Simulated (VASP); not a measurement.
# Te2Mo in VASP: notebook

The runs below take Te2Mo through single point, with r2SCAN+rVV10.

All numbers are computed with VASP 6.6.1; they aren't measurements. Logs are shortened: lines on timing, memory, paths and dates and some standing lists are left out, and cuts for length are marked.

## 1. The cell of the first run

The cell holds a slab with vacuum, 9 atoms: a = 3.562 Å, b = 3.562 Å, c = 31.563 Å, α = 90.00°, β = 90.00°, γ = 120.00°.

## 2. Single point, r2SCAN+rVV10

POSCAR

```
Te2Mo
1.0
    3.5624185400      0.0000000000      0.0000000000
   -1.7812092700      3.0851449600      0.0000000000
    0.0000000000      0.0000000000     31.5632657400
Te Mo
6 3
Direct
    0.0000000000      0.0000000000      0.9432379200
    0.3333333300      0.6666666700      0.7110137800
    0.3333333300      0.6666666700      0.1755957500
    0.3333333300      0.6666666700      0.8244042500
    0.3333333300      0.6666666700      0.2889862200
    0.0000000000      0.0000000000      0.0567620800
    0.0000000000      0.0000000000      0.7676939900
    0.0000000000      0.0000000000      0.2323060100
    0.3333333300      0.6666666700      0.0000000000
```

INCAR.step1

```
PREC     = Accurate       # precision mode
ENCUT    = 550            # plane-wave cutoff, eV
ISMEAR   = 0              # smearing method
SIGMA    = 0.1            # smearing width, eV
LREAL    = F              # projectors in reciprocal space
LASPH    = T              # aspherical terms in the spheres
NELM     = 120            # most SCF steps
NBANDS   = 49             # bands
GGA      = PE             # functional
ALGO     = Normal         # electronic algorithm
EDIFF    = 1E-5           # SCF threshold, eV
LWAVE    = T              # write WAVECAR
LCHARG   = F              # write CHGCAR
GGA_COMPAT= F
```

INCAR.step2

```
PREC     = Accurate       # precision mode
ENCUT    = 550            # plane-wave cutoff, eV
EDIFF    = 1E-6           # SCF threshold, eV
ISMEAR   = 0              # smearing method
SIGMA    = 0.1            # smearing width, eV
LREAL    = F              # projectors in reciprocal space
LASPH    = T              # aspherical terms in the spheres
NELM     = 120            # most SCF steps
ALGO     = Normal         # electronic algorithm
ISIF     = 2              # what is computed and relaxed
LWAVE    = F              # write WAVECAR
LCHARG   = F              # write CHGCAR
METAGGA  = R2SCAN         # meta-GGA
LMIXTAU  = T            
LUSE_VDW = T            
IVDW_NL  = 2            
BPARAM   = 11.95        
CPARAM   = 0.0093       
NBANDS   = 49             # bands
ISTART   = 1            
GGA_COMPAT= F
```

KPOINTS

```
regular mesh
0
Gamma
  6 6 1
```

Potentials or basis: VASP PAW PBE potentials, release 64 (Te, Mo_sv).

The run is started by

```console
cat potpaw_PBE.64/Te/POTCAR potpaw_PBE.64/Mo_sv/POTCAR > POTCAR
cp INCAR.step1 INCAR
mpirun -np 1 vasp_std > vasp.out
cp INCAR.step2 INCAR
mpirun -np 1 vasp_std > vasp.out
```

OUTCAR:

```text
PREC = Accurate
   ENCUT = 550
   EDIFF = 1E-6
   ISMEAR = 0
   LREAL = F
   LASPH = T
   NELM = 120
   ISIF = 2
   METAGGA = R2SCAN
   IVDW_NL = 2
   BPARAM = 11.95
   ISTART = 1

 ion  position               nearest neighbor table
   1  0.000  0.000  0.943-   9 2.73   9 2.73   9 2.73   6 3.58
   2  0.333  0.667  0.711-   7 2.73   7 2.73   7 2.73   4 3.58
   3  0.333  0.667  0.176-   8 2.73   8 2.73   8 2.73   5 3.58
   4  0.333  0.667  0.824-   7 2.73   7 2.73   7 2.73   2 3.58
   5  0.333  0.667  0.289-   8 2.73   8 2.73   8 2.73   3 3.58
   6  0.000  0.000  0.057-   9 2.73   9 2.73   9 2.73   1 3.58
   7  0.000  0.000  0.768-   2 2.73   2 2.73   2 2.73   4 2.73   4 2.73   4 2.73
   8  0.000  0.000  0.232-   5 2.73   5 2.73   5 2.73   3 2.73   3 2.73   3 2.73
   9  0.333  0.667  0.000-   1 2.73   6 2.73   1 2.73   6 2.73   1 2.73   6 2.73

  LATTYP: Found a hexagonal cell.
 ALAT       =     3.5624185400
 C/A-ratio  =     8.8600666613

  Lattice vectors:

 A1 = (   3.5624185400,   0.0000000000,   0.0000000000)
 A2 = (  -1.7812092700,   3.0851449600,   0.0000000000)
 A3 = (   0.0000000000,   0.0000000000,  31.5632657400)

Analysis of symmetry for initial positions (statically):
=====================================================================
 Subroutine PRICEL returns:
 Original cell was already a primitive cell.

 Routine SETGRP: Setting up the symmetry group for a
 hexagonal supercell.

 Subroutine GETGRP returns: Found 12 space group operations
 (whereof 12 operations were pure point group operations)
 out of a pool of 24 trial point group operations.

The static configuration has the point symmetry D_3h.

Analysis of symmetry for dynamics (positions and initial velocities):
=====================================================================
 Subroutine PRICEL returns:
 Original cell was already a primitive cell.

 Routine SETGRP: Setting up the symmetry group for a
 hexagonal supercell.

 Subroutine GETGRP returns: Found 12 space group operations
 (whereof 12 operations were pure point group operations)
 out of a pool of 24 trial point group operations.

The dynamic configuration has the point symmetry D_3h.

 Subroutine INISYM returns: Found 12 space group operations
 (whereof 12 operations are pure point group operations),
 and found     1 'primitive' translations

----------------------------------------------------------------------------------------

                                     Primitive cell

  volume of cell :     346.8985

  direct lattice vectors                    reciprocal lattice vectors
     3.562418540  0.000000000  0.000000000     0.280708173  0.162066939  0.000000000
    -1.781209270  3.085144960  0.000000000     0.000000000  0.324133878  0.000000000
     0.000000000  0.000000000 31.563265740     0.000000000  0.000000000  0.031682400

  length of vectors
     3.562418540  3.562418545 31.563265740     0.324133878  0.324133878  0.031682400

  position of ions in fractional coordinates (direct lattice)
     0.000000000  0.000000000  0.943237920
     0.333333330  0.666666670  0.711013780
     0.333333330  0.666666670  0.175595750
     0.333333330  0.666666670  0.824404250
     0.333333330  0.666666670  0.288986220
     0.000000000  0.000000000  0.056762080
     0.000000000  0.000000000  0.767693990
     0.000000000  0.000000000  0.232306010
     0.333333330  0.666666670  0.000000000

  ion indices of the primitive-cell ions
   primitive index   ion index
                 1           1
                 2           2
                 3           3
                 4           4
                 5           5
                 6           6
                 7           7
                 8           8
                 9           9

----------------------------------------------------------------------------------------

 KPOINTS: regular mesh

Automatic generation of k-mesh.
 Grid dimensions read from file:
 generate k-points for:    6    6    1

 Generating k-lattice:

  Cartesian coordinates                     Fractional coordinates (reciprocal lattice)
     0.046784696  0.027011156  0.000000000     0.166666667  0.000000000  0.000000000
     0.000000000  0.054022313  0.000000000     0.000000000  0.166666667  0.000000000
     0.000000000  0.000000000  0.031682400     0.000000000  0.000000000  1.000000000

  Length of vectors
     0.054022313  0.054022313  0.031682400

  Shift w.r.t. Gamma in fractional coordinates (k-lattice)
     0.000000000  0.000000000  0.000000000

 Subroutine IBZKPT returns following result:
 ===========================================

 Found      7 irreducible k-points:

 Following reciprocal coordinates:
            Coordinates               Weight
  0.000000  0.000000  0.000000      1.000000
  0.166667  0.000000  0.000000      6.000000
  0.333333  0.000000  0.000000      6.000000
  0.500000  0.000000  0.000000      3.000000
  0.166667  0.166667  0.000000      6.000000
[... 57 lines left out ...]
 maximum number of plane-waves:     10198
 NGX is ok and might be reduce to    28
   NGX = 13   NGY = 13   NGZ =121

 number of electron      77.9999998 magnetization

 Free energy of the ion-electron system (eV)
  ---------------------------------------------------
  ext. energy  EPLUGINS =         0.00000000
  ---------------------------------------------------
  free energy    TOTEN  =      -231.48719842 eV

  energy without entropy =     -231.48719842  energy(sigma->0) =     -231.48719842

 E-fermi :   3.9272     XC(G=0):  -7.6318

 val. band max:        3.3369923788   @ k =   0.3333   0.3333   0.0000
 cond. band min:       4.4172721269   @ k =   0.3333   0.3333   0.0000
 fundamental gap:      1.0802797481
 Fermi energy:         3.9271844763

 k-point     1 :       0.0000    0.0000    0.0000
  band No.  band energies     occupation
      1     -59.3305      2.00000
      2     -59.3305      2.00000
      3     -59.3300      2.00000
      4     -32.7529      2.00000
      5     -32.7529      2.00000
      6     -32.7524      2.00000
[... 41 lines left out ...]
     48       6.7844      0.00000
     49       6.7881      0.00000

 k-point     2 :       0.1667    0.0000    0.0000
  band No.  band energies     occupation
      1     -59.3281      2.00000
      2     -59.3281      2.00000
      3     -59.3277      2.00000
      4     -32.7458      2.00000
      5     -32.7458      2.00000
      6     -32.7453      2.00000
[... 41 lines left out ...]
     48       6.1325      0.00000
     49       6.6958      0.00000

 k-point     3 :       0.3333    0.0000    0.0000
  band No.  band energies     occupation
      1     -59.3234      2.00000
      2     -59.3234      2.00000
      3     -59.3230      2.00000
      4     -32.7538      2.00000
      5     -32.7538      2.00000
      6     -32.7524      2.00000
[... 41 lines left out ...]
     48       6.5911      0.00000
     49       6.9579      0.00000

 k-point     4 :       0.5000    0.0000    0.0000
  band No.  band energies     occupation
      1     -59.3211      2.00000
      2     -59.3211      2.00000
      3     -59.3207      2.00000
      4     -32.7847      2.00000
      5     -32.7847      2.00000
      6     -32.7833      2.00000
[... 41 lines left out ...]
     48       7.0121      0.00000
     49       7.1742      0.00000

 k-point     5 :       0.1667    0.1667    0.0000
  band No.  band energies     occupation
      1     -59.3246      2.00000
      2     -59.3246      2.00000
      3     -59.3242      2.00000
      4     -32.7351      2.00000
      5     -32.7351      2.00000
      6     -32.7346      2.00000
[... 41 lines left out ...]
     48       5.7369      0.00000
     49       6.7985      0.00000

 k-point     6 :       0.3333    0.1667    0.0000
  band No.  band energies     occupation
      1     -59.3211      2.00000
      2     -59.3211      2.00000
      3     -59.3207      2.00000
      4     -32.7692      2.00000
      5     -32.7692      2.00000
      6     -32.7678      2.00000
[... 41 lines left out ...]
     48       6.0594      0.00000
     49       6.8201      0.00000

 k-point     7 :       0.3333    0.3333    0.0000
  band No.  band energies     occupation
      1     -59.3199      2.00000
      2     -59.3199      2.00000
      3     -59.3195      2.00000
      4     -32.7556      2.00000
      5     -32.7556      2.00000
      6     -32.7542      2.00000
[... 41 lines left out ...]
     48       5.9392      0.00000
     49       7.4117      0.00000

------------------------ aborting loop because EDIFF is reached ----------------------------------------

  FORCE on cell =-STRESS in cart. coord.  units (eV):
  Direction    XX          YY          ZZ          XY          YZ          ZX
  --------------------------------------------------------------------------------------
  -------------------------------------------------------------------------------------
  Total       -1.1432052     -1.1432052     -0.5446325     -0.0000000      0.0000000     -0.0000000
  in kB       -5.2799806     -5.2799806     -2.5154267     -0.0000000      0.0000000     -0.0000000
  external PRESSURE =      -4.3584627 kB  Pullay stress =       0.0000000 kB

 VOLUME and BASIS-vectors are now :
 -----------------------------------------------------------------------------
  energy-cutoff  :      550.00
  volume of cell :      346.90
      direct lattice vectors                 reciprocal lattice vectors
     3.562418540  0.000000000  0.000000000     0.280708173  0.162066939  0.000000000
    -1.781209270  3.085144960  0.000000000     0.000000000  0.324133878  0.000000000
     0.000000000  0.000000000 31.563265740     0.000000000  0.000000000  0.031682400

 POSITION                                       TOTAL-FORCE (eV/Angst)
 -----------------------------------------------------------------------------------
      0.00000      0.00000     29.77167        -0.000000     -0.000000     -0.052714
     -0.00000      2.05676     22.44192        -0.000000      0.000000     -0.011341
     -0.00000      2.05676      5.54238        -0.000000      0.000000     -0.084344
     -0.00000      2.05676     26.02089        -0.000000      0.000000      0.084344
     -0.00000      2.05676      9.12135        -0.000000      0.000000      0.011341
      0.00000      0.00000      1.79160        -0.000000     -0.000000      0.052714
      0.00000      0.00000     24.23093        -0.000000      0.000000     -0.005579
      0.00000      0.00000      7.33234        -0.000000      0.000000      0.005579
     -0.00000      2.05676      0.00000         0.000000      0.000000      0.000000
 -----------------------------------------------------------------------------------
    total drift:                                0.000053     -0.000030     -0.000000

  FREE ENERGIE OF THE ION-ELECTRON SYSTEM (eV)
  ---------------------------------------------------
  free  energy   TOTEN  =      -231.4871984230 eV

  energy  without entropy=     -231.4871984230  energy(sigma->0) =     -231.48719842
```

Run time: 55 min. Hardware: 1 thread of Intel Xeon 8259CL, shared host; peak memory 1.2 GiB.

What came out:

* Free energy: -231.4872 eV
* Largest force: 0.084 eV/Å
* Band gap on the k mesh: 1.08 eV

Forces in eV/Å, atoms in the order of the input:
```
Te   0.000  0.000 -0.053
Te   0.000  0.000 -0.011
Te   0.000  0.000 -0.084
Te   0.000  0.000  0.084
Te   0.000  0.000  0.011
Te   0.000  0.000  0.053
Mo   0.000  0.000 -0.006
Mo   0.000  0.000  0.006
Mo   0.000  0.000  0.000
```

Caveat: the PAW data sets were made with another functional, which shifts forces and pressure a little; spin-orbit coupling is left out, which moves the levels of the heavy elements.

## 3. Single point, r2SCAN+rVV10

This run uses another cell than the first one, of 26.56 Å³/atom.

POSCAR

```
Te2Mo
1.0
    3.5400423794      0.0000000000      0.0000000000
   -1.7700211897      3.0657666310      0.0000000000
    0.0000000000      0.0000000000     22.0267806502
Te Mo
6 3
Direct
    0.0000000000      0.0000000000      0.9184985008
    0.3333333333      0.6666666667      0.5963465987
    0.3333333333      0.6666666667      0.2406540501
    0.3333333333      0.6666666667      0.7593459499
    0.3333333333      0.6666666667      0.4036534013
    0.0000000000      0.0000000000      0.0815014992
    0.0000000000      0.0000000000      0.6778212492
    0.0000000000      0.0000000000      0.3221787508
    0.3333333333      0.6666666667      0.0000000000
```

INCAR.step1

```
SYSTEM = Te2Mo
ALGO = Normal
EDIFF = 1E-5
ENCUT = 550
GGA = PE
GGA_COMPAT = .False.
ISMEAR = 0
LASPH = .True.
LCHARG = .False.
LREAL = .False.
LWAVE = .True.
NBANDS = 49
NELM = 120
PREC = Accurate
SIGMA = 0.02
```

INCAR.step2

```
SYSTEM = Te2Mo
ALGO = Normal
BPARAM = 11.95
CPARAM = 0.0093
EDIFF = 1E-6
ENCUT = 550
GGA_COMPAT = .False.
ISIF = 2
ISMEAR = 0
ISTART = 1
IVDW_NL = 2
LASPH = .True.
LCHARG = .False.
LMIXTAU = .True.
LREAL = .False.
LUSE_VDW = .True.
LWAVE = .False.
METAGGA = R2SCAN
NBANDS = 49
NELM = 120
PREC = Accurate
SIGMA = 0.02
```

KPOINTS

```
k-points
0
Gamma
  9 9 1
  0 0 0
```

Potentials or basis: VASP PAW PBE potentials, release 64 (Te, Mo_sv).

The run is started by

```console
cat potpaw_PBE.64/Te/POTCAR potpaw_PBE.64/Mo_sv/POTCAR > POTCAR
cp INCAR.step1 INCAR
mpirun -np 1 vasp_std > vasp.out
cp INCAR.step2 INCAR
mpirun -np 1 vasp_std > vasp.out
```

It took 30 min on 1 thread of Intel Xeon 8259CL, shared host; peak memory 0.92 GiB.

Results (log left out):

| Item | Value |
| --- | --- |
| Free energy | -231.6658 eV |
| Pressure | 0.4 GPa |
| Largest force | 0.056 eV/Å |
| Band gap on the k mesh | 1.03 eV (least direct gap 1.13 eV) |

Forces on the atoms (eV/Å):
```
Te   0.000  0.000 -0.052
Te   0.000  0.000 -0.056
Te   0.000  0.000 -0.052
Te   0.000  0.000  0.052
Te   0.000  0.000  0.056
Te   0.000  0.000  0.052
Mo   0.000  0.000  0.000
Mo   0.000  0.000  0.000
Mo   0.000  0.000  0.000
```

Levels at points of the mesh, in eV from the valence-band top:
```
           k point  band 37  band 38  band 39  band 40  band 41  band 42
(0.00, 0.00, 0.00)    -0.79    -0.12     0.00     3.07     3.07     3.09
```

Caveat: the PAW data sets were made with another functional, which shifts forces and pressure a little; spin-orbit coupling is left out, which moves the levels of the heavy elements; an odd mesh through Γ misses points on the zone boundary, where band edges can lie.

## 4. Single point, r2SCAN+rVV10

This run uses another cell than the first one, of 26.54 Å³/atom.

POSCAR

```
Te2Mo
1.0
    3.5402601727      0.0000000000      0.0000000000
   -1.7701300863      3.0659552455      0.0000000000
    0.0000000000      0.0000000000     22.0065562012
Te Mo
6 3
Direct
    0.0000000000      0.0000000000      0.9184311388
    0.3333333333      0.6666666667      0.5962352427
    0.3333333333      0.6666666667      0.2406329783
    0.3333333333      0.6666666667      0.7593670217
    0.3333333333      0.6666666667      0.4037647573
    0.0000000000      0.0000000000      0.0815688612
    0.0000000000      0.0000000000      0.6777748323
    0.0000000000      0.0000000000      0.3222251677
    0.3333333333      0.6666666667      0.0000000000
```

INCAR.step1

```
SYSTEM = Te2Mo
PREC = Accurate
ENCUT = 550
ISMEAR = 0
SIGMA = 0.02
LREAL = .False.
LASPH = .True.
NELM = 120
NBANDS = 49
GGA = PE
ALGO = Normal
EDIFF = 1E-5
LWAVE = .True.
LCHARG = .False.
GGA_COMPAT = .False.
```

INCAR.step2

```
SYSTEM = Te2Mo
PREC = Accurate
ENCUT = 550
EDIFF = 1E-6
ISMEAR = 0
SIGMA = 0.02
LREAL = .False.
LASPH = .True.
NELM = 120
ALGO = Normal
ISIF = 2
LWAVE = .False.
LCHARG = .True.
METAGGA = R2SCAN
LMIXTAU = .True.
LUSE_VDW = .True.
IVDW_NL = 2
BPARAM = 11.95
CPARAM = 0.0093
LELF = .True.
LVHAR = .True.
NBANDS = 49
ISTART = 1
GGA_COMPAT = .False.
```

KPOINTS

```
Automatic mesh
0
Gamma
  9 9 2
  0 0 0
```

The run is started by

```console
cat potpaw_PBE.64/Te/POTCAR potpaw_PBE.64/Mo_sv/POTCAR > POTCAR
cp INCAR.step1 INCAR
mpirun -np 1 vasp_std > vasp.out
cp INCAR.step2 INCAR
mpirun -np 1 vasp_std > vasp.out
```

Wall time 43 min (1 thread of Intel Xeon 8259CL, shared host); peak memory 0.99 GiB.

The run converged. Its results:

| Property | Result |
| --- | --- |
| Free energy | -231.6677 eV |
| Pressure | 0.4 GPa |
| Largest force | 0.055 eV/Å |
| Band gap on the k mesh | 1.01 eV (least direct gap 1.11 eV) |

Forces on the atoms (eV/Å):
```
Te   0.000  0.000 -0.051
Te   0.000  0.000 -0.055
Te   0.000  0.000 -0.051
Te   0.000  0.000  0.051
Te   0.000  0.000  0.055
Te   0.000  0.000  0.051
Mo   0.000  0.000  0.000
Mo   0.000  0.000  0.000
Mo   0.000  0.000  0.000
```

Stress tensor (GPa, compression positive):
```
0.37 0.00 0.00
0.00 0.37 0.00
0.00 0.00 0.45
```

Levels at points of the mesh, in eV from the valence-band top:
| k point | band 35 | band 36 | band 37 | band 38 | band 39 | band 40 | band 41 | band 42 | band 43 | band 44 |
| --- | --- | --- | --- | --- | --- | --- | --- | --- | --- | --- |
| (0.00, 0.00, 0.00) | -1.10 | -0.93 | -0.80 | -0.13 | -0.01 | 3.05 | 3.05 | 3.07 | 3.07 | 3.15 |
| (0.00, 0.00, 0.50) | -1.10 | -1.10 | -0.51 | -0.20 | 0.00 | 3.04 | 3.04 | 3.10 | 3.10 | 3.11 |

Caveat: the PAW data sets were made with another functional, which shifts forces and pressure a little; spin-orbit coupling is left out, which moves the levels of the heavy elements; an odd mesh through Γ misses points on the zone boundary, where band edges can lie.

## 5. Summary

| cell | k mesh | smearing | gap on the mesh (eV) | pressure (GPa) | largest force (eV/Å) |
| --- | --- | --- | --- | --- | --- |
| a = 3.562, b = 3.562, c = 31.563 Å, angles 90.0, 90.0, 120.0°, 9 atoms, atomic positions A | 6 × 6 × 1 | gaussian 0.1 eV | 1.08 | - | 0.08 |
| a = 3.540, b = 3.540, c = 22.027 Å, angles 90.0, 90.0, 120.0°, 9 atoms, atomic positions B | 9 × 9 × 1 | gaussian 0.02 eV | 1.03 | 0.4 | 0.06 |
| a = 3.540, b = 3.540, c = 22.007 Å, angles 90.0, 90.0, 120.0°, 9 atoms, atomic positions B | 9 × 9 × 2 | gaussian 0.02 eV | 1.01 | 0.4 | 0.06 |

Alike in all rows: task single point; level r2SCAN+rVV10; potentials or basis VASP PAW PBE potentials, release 64 (Te, Mo_sv); no spin polarisation; cutoff (eV) 550.

Caveats: the PAW data sets were made with another functional, which shifts forces and pressure a little; spin-orbit coupling is left out, which moves the levels of the heavy elements; an odd mesh through Γ misses points on the zone boundary, where band edges can lie (at least some runs).

Absolute energies hang on the potentials; compare differences alone.
